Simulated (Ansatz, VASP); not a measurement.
Two plane-wave programs on MoIr4

Contents of INCAR:

```
PREC     = Accurate       # precision mode
ENCUT    = 520            # plane-wave cutoff, eV
EDIFF    = 1E-6           # SCF threshold, eV
ISMEAR   = 0              # smearing method
SIGMA    = 0.1            # smearing width, eV
LREAL    = False          # projectors in reciprocal space
LASPH    = True           # aspherical terms in the spheres
NELM     = 150            # most SCF steps
ALGO     = Normal         # electronic algorithm
ISIF     = 2              # what is computed and relaxed
LWAVE    = False          # write WAVECAR
LCHARG   = False          # write CHGCAR
ISPIN    = 2              # spin polarisation
MAGMOM   = 3.31 0 0 0 0   # initial moments
LORBIT   = 11             # projections on sites
LMAXMIX  = 4              # l up to which the mixer works
GGA      = PE             # functional
NBANDS   = 37             # bands
```

KPOINTS

```
regular mesh
0
Gamma
  8 8 8
```

Contents of POSCAR:

```
MoIr4
1.0
    4.7110115971      0.0000000000      0.0000000000
    0.0000000000      4.7110115971      0.0000000000
    0.0000000000      0.0000000000      4.7110115971
Mo Ir
1 4
Direct
    0.5000000000      0.5000000000      0.5000000000
    0.0000000000      0.0000000000      0.0000000000
    0.5000000000      0.0000000000      0.0000000000
    0.0000000000      0.5000000000      0.0000000000
    0.0000000000      0.0000000000      0.5000000000
```

Input for Ansatz:

```yaml
crystal:
  lattice:
    - [4.7110115971, 0.0, 0.0]
    - [0.0, 4.7110115971, 0.0]
    - [0.0, 0.0, 4.7110115971]
  atoms:
    - { symbol: Mo, position: [0.5, 0.5, 0.5], spin: 3.31 }
    - { symbol: Ir, position: [0.0, 0.0, 0.0] }
    - { symbol: Ir, position: [0.5, 0.0, 0.0] }
    - { symbol: Ir, position: [0.0, 0.5, 0.0] }
    - { symbol: Ir, position: [0.0, 0.0, 0.5] }
basis:
  ecutwfc: 420
kpoints:
  mp_grid: { grid: [8, 8, 8] }
  band_path:
    path:
      - [[0.0, 0.0, 0.0], [0.0, 0.5, 0.0], [0.5, 0.5, 0.0], [0.0, 0.0, 0.0], [0.5, 0.5, 0.5], [0.0, 0.5, 0.0]]
      - [[0.5, 0.5, 0.5], [0.5, 0.5, 0.0]]
    npoints: 14
hamiltonian:
  xc: pbe
scf:
  occupations: { method: gaussian, width: 0.1 }
  n_extra_bands: 12
output:
  forces: true
  stress: true
  eigenvalues: true
  populations: true
  dos: { projected: true, de: 0.02, nscf_kmesh: { grid: [10, 10, 10] } }
  bader: true
magnetization:
  spin_polarized: true
checkpoint:
  read: start.run
  write: ck
  compress: false
  write_wavefunctions: false
  write_every: 100000
```

Alike in both runs: task single point; functional PBE; k mesh 8 × 8 × 8; occupations gaussian, width 0.1 eV; collinear spin.

|  | VASP | Ansatz |
| --- | --- | --- |
| version | VASP 6.6.1 | Ansatz 0.2.0 |
| potentials or method | VASP PAW PBE potentials, release 64 (Mo_sv, Ir), cutoff 520 eV | scalar-relativistic, plane waves, PAW |
| valence electrons in the cell | 50 | 82 |

Ansatz gave:

```
gap on the k mesh at the Fermi level (eV)                     : none
pressure (GPa)                                                : 0.0
net moment per atom (μB)                                      : 0.67
size of the moment on the site where the two differ most (μB) : 3.01
```

**Question.** Estimate VASP's values.

**Answer.** gap on the k mesh at the Fermi level (eV): none; pressure (GPa): -0.2; net moment per atom (μB): 0.66; size of the moment on the site where the two differ most (μB): 2.85.

Site moments also hang on the region over which each program counts them. A gap of «none» marks a metal or a gap that the smearing closes. VASP's potentials hold 50 valence electrons a cell and Ansatz's 82, so a difference there can come from the potentials and not from the codes. Ansatz's warnings: stability check not made.

Spin-orbit coupling is off throughout.
